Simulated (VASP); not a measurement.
O: single point with LDA

O:

```
CELL_PARAMETERS angstrom
2.18255 0.00000 0.00000
-1.09127 1.89014 0.00000
0.00000 0.00000 2.44331
ATOMIC_POSITIONS crystal
O 0.33333 0.66667 0.25000
O 0.66667 0.33333 0.75000
```

| Quantity | Value |
| --- | --- |
| Program | VASP 6.6.1 |
| Task | single point |
| Functional | LDA |
| Potentials or basis | VASP PAW LDA potentials, release 64 (O) |
| Cutoff | 520 eV |
| k mesh | 19 × 19 × 11 |
| Occupations | fermi-dirac, width 0.1 eV |
| Spin | collinear spin, zero start |
| Starting moments | [0.0, 0.0] μB |

The pressure is 165.7 GPa and the band gap on the k mesh is zero (filled and empty bands overlap). The net moment is 0.00 μB per cell and the valence electrons inside the program's atomic spheres are O 4.79.

Stress tensor (GPa, compression positive):
```
165.45   0.00   0.00
  0.00 165.45   0.00
  0.00   0.00 166.27
```

Levels at points of the mesh, in eV from the Fermi level:
Spin up:
```
           k point  band 3  band 4  band 5  band 6  band 7  band 8  band 9  band 10
(0.00, 0.00, 0.00)   -9.93   -3.25   -3.25    1.32    1.32    4.36   17.41    21.92
```
Spin down:
| k point | band 4 | band 5 | band 6 | band 7 | band 8 | band 9 |
| --- | --- | --- | --- | --- | --- | --- |
| (0.00, 0.00, 0.00) | -3.25 | -3.25 | 1.32 | 1.32 | 4.36 | 17.41 |

Run time: 14 s on 1 thread of Intel(R) Xeon(R) 6975P-C (Granite Rapids), with other jobs on the host, peak memory 0.15 GiB.

Caveat: the cell stands under pressure.
